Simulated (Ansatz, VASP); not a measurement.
# Ir in VASP and in Ansatz

```
Ir
1.0
     2.59374    0.00000    0.00000
     0.00000    2.59374    0.00000
     0.00000    0.00000    2.59374
Ir
1
Direct
  0.00000 0.00000 0.00000
```

Alike in both runs: task single point; functional LDA; k mesh 14 × 14 × 14; occupations fermi-dirac, width 0.1 eV; no spin polarisation.

|  | VASP | Ansatz |
| --- | --- | --- |
| version | VASP 6.6.1 | Ansatz 0.2.0 |
| potentials or method | VASP PAW LDA potentials, release 64 (Ir_sv_GW), cutoff 560 eV | plane waves (420 eV) with PAW, scalar-relativistic |
| valence electrons in the cell | 17 | 17 |

```tsv
	VASP	Ansatz	Ansatz less VASP
pressure (GPa)	-19.4	-18.8	+0.60
```

Ansatz warns that its potentials were made for another functional, while VASP's fit it. LDA's correlation is that of Perdew and Zunger in VASP and of Perdew and Wang (1992) in Ansatz.

Neither program's run includes spin-orbit coupling.
